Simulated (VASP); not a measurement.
Here is a VASP 6.6.1 calculation.

Contents of INCAR:

```
SYSTEM = CaO
PREC = Accurate
ENCUT = 520
EDIFF = 1E-7
ISMEAR = -1
SIGMA = 0.02
LREAL = .FALSE.
LASPH = .TRUE.
NELM = 60
ALGO = Normal
ISIF = 2
LWAVE = .FALSE.
LCHARG = .TRUE.
GGA = PE
LELF = .TRUE.
LVHAR = .TRUE.
NBANDS = 15
```

The input KPOINTS:

```
regular mesh
0
G
  10 10 10
  0 0 0
```

POSCAR

```
CaO
1.0
    0.0252122137      2.3987868261      2.3987868261
    2.3987868261      0.0252122137      2.3987868261
    2.3987868261      2.3987868261      0.0252122137
Ca O
1 1
Direct
    0.0000000000      0.0000000000      0.0000000000
    0.5000000000      0.5000000000      0.5000000000
```

Potentials or basis: VASP PAW PBE potentials, release 64 (Ca_sv, O).

Launch:

```bash
$ cat potpaw_PBE.64/Ca_sv/POTCAR potpaw_PBE.64/O/POTCAR > POTCAR
$ mpirun -np 1 vasp_std > vasp.out
```

Task: Predict the band gap on the k mesh.

Result: 3.61 eV, indirect (least direct gap 3.97 eV).

Task: Estimate the pressure.

Result: 4.8 GPa.

Stress tensor (GPa, compression positive):
```
 4.82 -0.82 -0.82
-0.82  4.82 -0.82
-0.82 -0.82  4.82
```

Caveat: the cell differs from its parent crystal (epitaxial 111 strain -1.0%). A k mesh can miss the band edges.
